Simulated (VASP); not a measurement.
# Ti (Fm-3m) in VASP: a series of runs

The runs below take Ti through single point, with r2SCAN.

Program: VASP 6.6.1. These are calculated values, not measurements. Logs are shortened: lines on timing, memory, paths and dates and some standing lists are left out, and cuts for length are marked.

**1. The cell of the first run**

Symmetry: Fm-3m, No. 225, cubic system. The conventional cell has a = 4.026 Å, b = 4.026 Å, c = 4.026 Å, α = 90.00°, β = 90.00°, γ = 90.00°. Within 3.8 Å of Ti (site symmetry m-3m) lie 12 Ti at 2.85 Å.

**2. Single point, r2SCAN (volume scaled by 0.94)**

File POSCAR:

```
Ti
1.0
    0.0000000000      2.0131979738      2.0131979738
    2.0131979738      0.0000000000      2.0131979738
    2.0131979738      2.0131979738      0.0000000000
Ti
1
Direct
    0.0000000000      0.0000000000      0.0000000000
```

File INCAR.step1:

```
PREC     = Accurate       # precision mode
ENCUT    = 520            # plane-wave cutoff, eV
ISMEAR   = 0              # smearing method
SIGMA    = 0.1            # smearing width, eV
LREAL    = F              # projectors in reciprocal space
LASPH    = T              # aspherical terms in the spheres
NELM     = 60             # most SCF steps
NBANDS   = 12             # bands
GGA      = PE             # functional
ALGO     = Normal         # electronic algorithm
EDIFF    = 1E-4           # SCF threshold, eV
LWAVE    = T              # write WAVECAR
LCHARG   = F              # write CHGCAR
```

File INCAR.step2:

```
PREC     = Accurate       # precision mode
ENCUT    = 520            # plane-wave cutoff, eV
EDIFF    = 1E-7           # SCF threshold, eV
ISMEAR   = 0              # smearing method
SIGMA    = 0.1            # smearing width, eV
LREAL    = F              # projectors in reciprocal space
LASPH    = T              # aspherical terms in the spheres
NELM     = 60             # most SCF steps
ALGO     = Normal         # electronic algorithm
ISIF     = 2              # what is computed and relaxed
LWAVE    = F              # write WAVECAR
LCHARG   = F              # write CHGCAR
METAGGA  = R2SCAN         # meta-GGA
LMIXTAU  = T            
NBANDS   = 12             # bands
ISTART   = 1
```

File KPOINTS:

```
Automatic mesh
0
Gamma
  18 18 18
```

Potentials or basis: VASP PAW PBE potentials, release 64 (Ti_sv).

Launch:

```sh
> cat potpaw_PBE.64/Ti_sv/POTCAR > POTCAR
> cp INCAR.step1 INCAR
> mpirun -np 1 vasp_std > vasp.out
> cp INCAR.step2 INCAR
> mpirun -np 1 vasp_std > vasp.out
```

OUTCAR:

```text
PREC = Accurate
   ENCUT = 520
   EDIFF = 1E-7
   ISMEAR = 0
   LREAL = F
   LASPH = T
   NELM = 60
   ISIF = 2
   METAGGA = R2SCAN
   ISTART = 1

 ion  position               nearest neighbor table
   1  0.000  0.000  0.000-

  LATTYP: Found a face centered cubic cell.
 ALAT       =     4.0263959476

  Lattice vectors:

 A1 = (   0.0000000000,   2.0131979738,   2.0131979738)
 A2 = (   2.0131979738,   0.0000000000,   2.0131979738)
 A3 = (   2.0131979738,   2.0131979738,   0.0000000000)

Analysis of symmetry for initial positions (statically):
=====================================================================
 Subroutine PRICEL returns:
 Original cell was already a primitive cell.

 Routine SETGRP: Setting up the symmetry group for a
 face centered cubic supercell.

 Subroutine GETGRP returns: Found 48 space group operations
 (whereof 48 operations were pure point group operations)
 out of a pool of 48 trial point group operations.

The static configuration has the point symmetry O_h .

Analysis of symmetry for dynamics (positions and initial velocities):
=====================================================================
 Subroutine PRICEL returns:
 Original cell was already a primitive cell.

 Routine SETGRP: Setting up the symmetry group for a
 face centered cubic supercell.

 Subroutine GETGRP returns: Found 48 space group operations
 (whereof 48 operations were pure point group operations)
 out of a pool of 48 trial point group operations.

The dynamic configuration has the point symmetry O_h .

 Subroutine INISYM returns: Found 48 space group operations
 (whereof 48 operations are pure point group operations),
 and found     1 'primitive' translations

----------------------------------------------------------------------------------------

                                     Primitive cell

  volume of cell :      16.3188

  direct lattice vectors                    reciprocal lattice vectors
     0.000000000  2.013197974  2.013197974    -0.248361069  0.248361069  0.248361069
     2.013197974  0.000000000  2.013197974     0.248361069 -0.248361069  0.248361069
     2.013197974  2.013197974  0.000000000     0.248361069  0.248361069 -0.248361069

  length of vectors
     2.847091878  2.847091878  2.847091878     0.430173989  0.430173989  0.430173989

  position of ions in fractional coordinates (direct lattice)
     0.000000000  0.000000000  0.000000000

  ion indices of the primitive-cell ions
   primitive index   ion index
[... 75 lines left out ...]
   EDIFFG = 0.1E-05   stopping-criterion for IOM
   NSW    =      0    number of steps for IOM
   IBRION =     -1    ionic relax: 0-MD 1-quasi-New 2-CG
   NFREE  =      0    steps in history (QN), initial steepest desc. (CG)
   ISIF   =      2    stress and relaxation
   ISYM   =      2    0-nonsym 1-usesym 2-fastsym
   POTIM  = 0.5000    time-step for ionic-motion
   TEBEG  =    0.0;   TEEND  =   0.0 temperature during run
   PSTRESS=    0.0 pullay stress
   NELECT =      12.0000    total number of electrons
   NUPDOWN=      -1.0000    fix difference up-down
   EMIN   =  10.00;   EMAX   =-10.00  energy-range for DOS
   EFERMI =   0.00;   METHOD = LEGACY
   ISMEAR =     0;   SIGMA  =   0.10  broadening in eV -4-tet -1-fermi 0-gaus
   EFERMI_NEDOS =   21; number of points for ismear=-14 and -15
   IALGO  =     38    algorithm
   IMIX   =      4    mixing-type and parameters
     AMIX     =   0.40;   BMIX     =  1.00
     AMIX_MAG =   1.60;   BMIX_MAG =  1.00
  volume/ion in A,a.u.               =      16.32       110.13
  Fermi-wavevector in a.u.,A,eV,Ry     =   1.477652  2.792357 29.707705  2.183455
  Thomas-Fermi vector in A             =   2.592030
   LORBIT       =      0    0 simple, 1 ext, 2 COOP (PROOUT), +10 PAW based schemes
   METAGGA = R2SCAN    functional components
   LHFCALC =     F    Hartree Fock is set to
   AEXX    =    0.0000 exact exchange contribution
   IVDW    =     0    specifies the selected vdW correction
   LEPSILON=     F    determine dielectric tensor
   LRPA    =     F    only Hartree local field effects (RPA)
 non-spin polarized calculation
 Gauss-broadening in eV      SIGMA  =   0.10
  energy-cutoff  :      520.00
  volume of cell :       16.32
 maximum number of plane-waves:       459
 NGX is ok and might be reduce to    24
   NGX = 11   NGY = 11   NGZ = 11

 number of electron      12.0000000 magnetization

 Free energy of the ion-electron system (eV)
  ---------------------------------------------------
  ext. energy  EPLUGINS =         0.00000000
  ---------------------------------------------------
  free energy    TOTEN  =       -12.85620634 eV

  energy without entropy =      -12.84888392  energy(sigma->0) =      -12.85254513

 E-fermi :   8.9212     XC(G=0): -12.7348

 val. band max:        8.9193931821   @ k =  -0.2222   0.2778   0.0556
 cond. band min:       8.9213478306   @ k =   0.2778   0.0000   0.0000
 fundamental gap:      0.0019546485
 Fermi energy:         8.9212042279

 k-point     1 :       0.0000    0.0000    0.0000
  band No.  band energies     occupation
      1     -50.0092      2.00000
      2     -24.7337      2.00000
      3     -24.7337      2.00000
      4     -24.7337      2.00000
      5       2.3155      2.00000
      6       9.9631      0.00000
      7       9.9631      0.00000
      8       9.9631      0.00000
      9      11.9148      0.00000
     10      11.9148      0.00000
     11      25.0372      0.00000
     12      30.2541      0.00000
[... 331 lines left out ...]
 k-point    24 :      -0.2222    0.0556    0.0000
  band No.  band energies     occupation
      1     -49.9285      2.00000
      2     -25.1471      2.00000
      3     -24.8117      2.00000
      4     -24.7752      2.00000
      5       4.2311      2.00000
      6       8.9910      0.32365
      7      10.2393      0.00000
      8      10.3546      0.00000
      9      11.6473      0.00000
     10      12.1934      0.00000
     11      23.3918      0.00000
     12      25.9455      0.00000

 [... further k-points ...]
[... 5 lines left out ...]
  --------------------------------------------------------------------------------------
  -------------------------------------------------------------------------------------
  Total        0.8271362      0.8271362      0.8271362      0.0000000     -0.0000000      0.0000000
  in kB       81.2078781     81.2078781     81.2078781      0.0000000     -0.0000000      0.0000000
  external PRESSURE =      81.2078781 kB  Pullay stress =       0.0000000 kB

 VOLUME and BASIS-vectors are now :
 -----------------------------------------------------------------------------
  energy-cutoff  :      520.00
  volume of cell :       16.32
      direct lattice vectors                 reciprocal lattice vectors
     0.000000000  2.013197974  2.013197974    -0.248361069  0.248361069  0.248361069
     2.013197974  0.000000000  2.013197974     0.248361069 -0.248361069  0.248361069
     2.013197974  2.013197974  0.000000000     0.248361069  0.248361069 -0.248361069

 POSITION                                       TOTAL-FORCE (eV/Angst)
 -----------------------------------------------------------------------------------
      0.00000      0.00000      0.00000        -0.000000     -0.000000     -0.000000
 -----------------------------------------------------------------------------------
    total drift:                               -0.000000      0.000000      0.000000

  FREE ENERGIE OF THE ION-ELECTRON SYSTEM (eV)
  ---------------------------------------------------
  free  energy   TOTEN  =       -12.8562063390 eV

  energy  without entropy=      -12.8488839152  energy(sigma->0) =      -12.85254513
```

Run time: 60 s. Hardware: 1 thread of Intel Xeon 6975P-C (Granite Rapids), shared host; peak memory 0.17 GiB.

Results:

* Free energy: -12.8562 eV
* Pressure: 8.1 GPa
* Band gap on the k mesh: zero (band 6 reaches 9.96 eV, above the bottom of band 7 at 8.46 eV)

Caveat: the cell differs from its parent crystal (volume scaled by 0.94); the PAW data sets were made with another functional, which shifts forces and pressure a little.

**3. Single point, r2SCAN**

This run uses another cell than the first one, of 16.73 Å³/atom, 1.025 times its volume.

File POSCAR:

```
Ti
1.0
    0.0000000000      2.0300000000      2.0300000000
    2.0300000000      0.0000000000      2.0300000000
    2.0300000000      2.0300000000      0.0000000000
Ti
1
Direct
    0.0000000000      0.0000000000      0.0000000000
```

File INCAR.step1:

```
PREC     = Accurate       # precision mode
ENCUT    = 520            # plane-wave cutoff, eV
ISMEAR   = 0              # smearing method
SIGMA    = 0.1            # smearing width, eV
LREAL    = False          # projectors in reciprocal space
LASPH    = True           # aspherical terms in the spheres
NELM     = 60             # most SCF steps
NBANDS   = 12             # bands
GGA      = PE             # functional
ALGO     = Normal         # electronic algorithm
EDIFF    = 1E-4           # SCF threshold, eV
LWAVE    = True           # write WAVECAR
LCHARG   = False          # write CHGCAR
```

File INCAR.step2:

```
PREC     = Accurate       # precision mode
ENCUT    = 520            # plane-wave cutoff, eV
EDIFF    = 1E-6           # SCF threshold, eV
ISMEAR   = 0              # smearing method
SIGMA    = 0.1            # smearing width, eV
LREAL    = False          # projectors in reciprocal space
LASPH    = True           # aspherical terms in the spheres
NELM     = 60             # most SCF steps
ALGO     = Normal         # electronic algorithm
ISIF     = 2              # what is computed and relaxed
LWAVE    = False          # write WAVECAR
LCHARG   = True           # write CHGCAR
METAGGA  = R2SCAN         # meta-GGA
LMIXTAU  = True         
LELF     = True           # ELF
LVHAR    = True         
NBANDS   = 12             # bands
ISTART   = 1
```

File KPOINTS:

```
regular mesh
0
Gamma
  18 18 18
```

Potentials or basis: VASP PAW PBE potentials, release 64 (Ti_sv).

Launch:

```sh
> cat potpaw_PBE.64/Ti_sv/POTCAR > POTCAR
> cp INCAR.step1 INCAR
> mpirun -np 1 vasp_std > vasp.out
> cp INCAR.step2 INCAR
> mpirun -np 1 vasp_std > vasp.out
```

Run time: 52 s. Hardware: 1 thread of Intel Xeon 6975P-C (Granite Rapids), shared host; peak memory 0.17 GiB.

The run converged. Its results:

* Free energy: -12.8731 eV
* Pressure: 4.8 GPa
* Band gap on the k mesh: zero (band 6 reaches 9.67 eV, above the bottom of band 7 at 8.19 eV)

Levels at points of the mesh, in eV from the Fermi level:
| k point | band 3 | band 4 | band 5 | band 6 | band 7 | band 8 | band 9 | band 10 |
| --- | --- | --- | --- | --- | --- | --- | --- | --- |
| (0.00, 0.00, 0.00) | -33.73 | -33.73 | -6.55 | 1.03 | 1.03 | 1.03 | 2.92 | 2.92 |
| (0.50, 0.00, 0.00) | -33.83 | -33.83 | -2.79 | 0.55 | 0.94 | 0.94 | 4.00 | 4.00 |
| (0.50, 0.50, 0.00) | -34.01 | -34.01 | -2.79 | -1.88 | 2.99 | 4.06 | 4.26 | 4.26 |

Caveat: the PAW data sets were made with another functional, which shifts forces and pressure a little.

**4. Single point, r2SCAN (volume scaled by 0.97)**

File POSCAR:

```
Ti
1.0
    0.0000000000      2.0343910888      2.0343910888
    2.0343910888      0.0000000000      2.0343910888
    2.0343910888      2.0343910888      0.0000000000
Ti
1
Direct
    0.0000000000      0.0000000000      0.0000000000
```

File INCAR.step1:

```
PREC = Accurate ; ENCUT = 520
ISMEAR = 0 ; SIGMA = 0.1
LREAL = F ; LASPH = T
NELM = 80 ; NBANDS = 12
GGA = PE ; ALGO = Normal
EDIFF = 1E-4 ; LWAVE = T
LCHARG = F
```

File INCAR.step2:

```
PREC = Accurate ; ENCUT = 520
EDIFF = 1E-6 ; ISMEAR = 0
SIGMA = 0.1 ; LREAL = F
LASPH = T ; NELM = 80
ALGO = Normal ; ISIF = 2
LWAVE = F ; LCHARG = T
METAGGA = R2SCAN ; LMIXTAU = T
LELF = T ; LVHAR = T
NBANDS = 12 ; ISTART = 1
```

KPOINTS is that of step 3.

Launch:

```sh
> cat potpaw_PBE.64/Ti_sv/POTCAR > POTCAR
> cp INCAR.step1 INCAR
> mpirun -np 1 vasp_std > vasp.out
> cp INCAR.step2 INCAR
> mpirun -np 1 vasp_std > vasp.out
```

Run time: 59 s. Hardware: 1 thread of Intel Xeon 6975P-C (Granite Rapids), shared host; peak memory 0.16 GiB.

It converged, with:

```
Free energy            : -12.8762 eV
Pressure               : 4.0 GPa
Band gap on the k mesh : zero (band 6 reaches 9.59 eV, above the bottom of band 7 at 8.12 eV)
```

Levels at points of the mesh, in eV from the Fermi level:
```tsv
k point	band 4	band 5	band 6	band 7	band 8	band 9
(0.00, 0.00, 0.00)	-33.75	-6.54	1.02	1.02	1.02	2.90
(0.50, 0.00, 0.00)	-33.85	-2.78	0.53	0.94	0.94	3.97
(0.50, 0.50, 0.00)	-34.02	-2.77	-1.86	2.96	4.03	4.22
```

Caveat: the cell differs from its parent crystal (volume scaled by 0.97); the PAW data sets were made with another functional, which shifts forces and pressure a little.

**5. Single point, r2SCAN**

This run uses another cell than the first one, of 17.36 Å³/atom, 1.064 times its volume.

File POSCAR:

```
Ti
1.0
    0.0000000000      2.0551516154      2.0551516154
    2.0551516154      0.0000000000      2.0551516154
    2.0551516154      2.0551516154      0.0000000000
Ti
1
Direct
    0.0000000000      0.0000000000      0.0000000000
```

File INCAR.step1:

```
ALGO = Normal ; EDIFF = 1E-4
ENCUT = 520 ; GGA = PE
ISMEAR = 0 ; LASPH = True
LCHARG = False ; LREAL = False
LWAVE = True ; NBANDS = 12
NELM = 80 ; PREC = Accurate
SIGMA = 0.1
```

File INCAR.step2:

```
ALGO = Normal ; EDIFF = 1E-6
ENCUT = 520 ; ISIF = 2
ISMEAR = 0 ; ISTART = 1
LASPH = True ; LCHARG = False
LMIXTAU = True ; LREAL = False
LWAVE = False ; METAGGA = R2SCAN
NBANDS = 12 ; NELM = 80
PREC = Accurate ; SIGMA = 0.1
```

File KPOINTS:

```
k-points
0
Gamma
  18 18 18
```

Launch:

```sh
> cat potpaw_PBE.64/Ti_sv/POTCAR > POTCAR
> cp INCAR.step1 INCAR
> mpirun -np 1 vasp_std > vasp.out
> cp INCAR.step2 INCAR
> mpirun -np 1 vasp_std > vasp.out
```

Run time: 54 s. Hardware: 1 thread of Intel Xeon 6975P-C (Granite Rapids), shared host; peak memory 0.17 GiB.

The run converged. Its results:

| Quantity | Value |
| --- | --- |
| Free energy | -12.8836 eV |
| Pressure | 0.4 GPa |
| Band gap on the k mesh | zero (band 6 reaches 9.23 eV, above the bottom of band 7 at 7.81 eV) |

Levels at points of the mesh, in eV from the Fermi level:
```tsv
k point	band 2	band 3	band 4	band 5	band 6	band 7	band 8	band 9	band 10	band 11
(0.00, 0.00, 0.00)	-33.85	-33.85	-33.85	-6.47	1.00	1.00	1.00	2.81	2.81	15.79
(0.50, 0.00, 0.00)	-34.55	-33.94	-33.94	-2.71	0.45	0.93	0.93	3.83	3.83	8.59
(0.50, 0.50, 0.00)	-34.50	-34.09	-34.09	-2.65	-1.77	2.81	3.89	4.07	4.07	11.03
```

Caveat: the PAW data sets were made with another functional, which shifts forces and pressure a little.

**6. Single point, r2SCAN (volume scaled by 1.03)**

File POSCAR:

```
Ti
1.0
    0.0000000000      2.0755009746      2.0755009746
    2.0755009746      0.0000000000      2.0755009746
    2.0755009746      2.0755009746      0.0000000000
Ti
1
Direct
    0.0000000000      0.0000000000      0.0000000000
```

File INCAR.step1:

```
PREC = Accurate
ENCUT = 520
ISMEAR = 0
SIGMA = 0.1
LREAL = False
LASPH = True
NELM = 80
NBANDS = 12
GGA = PE
ALGO = Normal
EDIFF = 1E-4
LWAVE = True
LCHARG = False
```

File INCAR.step2:

```
PREC = Accurate
ENCUT = 520
EDIFF = 1E-6
ISMEAR = 0
SIGMA = 0.1
LREAL = False
LASPH = True
NELM = 80
ALGO = Normal
ISIF = 2
LWAVE = False
LCHARG = False
METAGGA = R2SCAN
LMIXTAU = True
NBANDS = 12
ISTART = 1
```

File KPOINTS:

```
regular mesh
0
Gamma
  18 18 18
```

Potentials or basis: VASP PAW PBE potentials, release 64 (Ti_sv).

Launch:

```sh
> cat potpaw_PBE.64/Ti_sv/POTCAR > POTCAR
> cp INCAR.step1 INCAR
> mpirun -np 1 vasp_std > vasp.out
> cp INCAR.step2 INCAR
> mpirun -np 1 vasp_std > vasp.out
```

It took 52 s on 1 thread of Intel Xeon 6975P-C (Granite Rapids), shared host; peak memory 0.17 GiB.

It converged, with:

| Item | Value |
| --- | --- |
| Free energy | -12.8800 eV |
| Pressure | -2.8 GPa |
| Band gap on the k mesh | zero (band 6 reaches 8.90 eV, above the bottom of band 7 at 7.51 eV) |

Levels at points of the mesh, in eV from the Fermi level:
```csv
k point,band 2,band 3,band 4,band 5,band 6,band 7,band 8,band 9,band 10,band 11
"(0.00, 0.00, 0.00)",-33.94,-33.94,-33.94,-6.40,0.98,0.98,0.98,2.72,2.72,15.63
"(0.50, 0.00, 0.00)",-34.57,-34.02,-34.02,-2.64,0.38,0.92,0.92,3.70,3.70,8.28
"(0.50, 0.50, 0.00)",-34.53,-34.16,-34.16,-2.54,-1.69,2.68,3.76,3.92,3.92,10.68
```

Caveat: the cell differs from its parent crystal (volume scaled by 1.03); the PAW data sets were made with another functional, which shifts forces and pressure a little.

**7. Summary**

| cell | gap on the mesh (eV) | pressure (GPa) |
| --- | --- | --- |
| a = 2.847 Å, angles 60.0°, 1 atom | none | 8.1 |
| a = 2.871 Å, angles 60.0°, 1 atom | none | 4.8 |
| a = 2.877 Å, angles 60.0°, 1 atom | none | 4.0 |
| a = 2.906 Å, angles 60.0°, 1 atom | none | 0.4 |
| a = 2.935 Å, angles 60.0°, 1 atom | none | -2.8 |

Alike in all rows: task single point; level r2SCAN; potentials or basis VASP PAW PBE potentials, release 64 (Ti_sv); no spin polarisation; k mesh 18 × 18 × 18; cutoff (eV) 520; smearing gaussian 0.1 eV.

Caveats: the PAW data sets were made with another functional, which shifts forces and pressure a little.

Total energies depend on the potentials used, so only differences within one code and one set of settings carry meaning.
